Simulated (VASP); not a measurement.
Runs of VASP 6.6.1 on Ba. The structure is that of space group Fd-3m (No. 227), or close to it. The cells are those of the table. This isn't the form of Ba at room conditions, which is bcc.

| task | cell | cutoff (eV) | gap on the mesh (eV) | pressure (GPa) |
| --- | --- | --- | --- | --- |
| relaxation of cell and atoms | relaxed from a = 6.138 Å, angles 60.0°, 2 atoms | 600 | none | 0.0 |
| single point | a = 4.492 Å, angles 60.0°, 2 atoms | 520 | none | (a) |
| single point | a = 4.624 Å, angles 60.0°, 2 atoms | 520 | none | 23.5 |
| single point | a = 5.426 Å, angles 60.0°, 2 atoms | 520 | none | 0.4 |
| relaxation of cell and atoms | relaxed to 10 GPa from a = 6.138 Å, angles 60.0°, 2 atoms | 600 | none | 10.0 |
| single point | a = 4.826 Å, angles 60.0°, 2 atoms | 520 | none | 12.1 |
| relaxation of cell and atoms | relaxed to 20 GPa from a = 6.138 Å, angles 60.0°, 2 atoms | 600 | none | 20.0 |

Alike in all rows: level PBE; potentials or basis VASP PAW PBE potentials, release 64 (Ba_sv); no spin polarisation; k mesh 9 × 9 × 9; smearing methfessel-paxton 0.05 eV.

Question: Estimate the missing entries.

Answer: (a) 35.0.

Caveats: spin-orbit coupling is left out, which moves the levels of the heavy elements; the cell stands under pressure (at least some runs); the cell is relaxed towards a set pressure, so the run minimises the enthalpy, not the energy (at least some runs).

A k mesh can miss the band edges, and the runs leave out spin-orbit coupling on Ba.

A gap of «none» marks levels without a gap at the run's occupations.
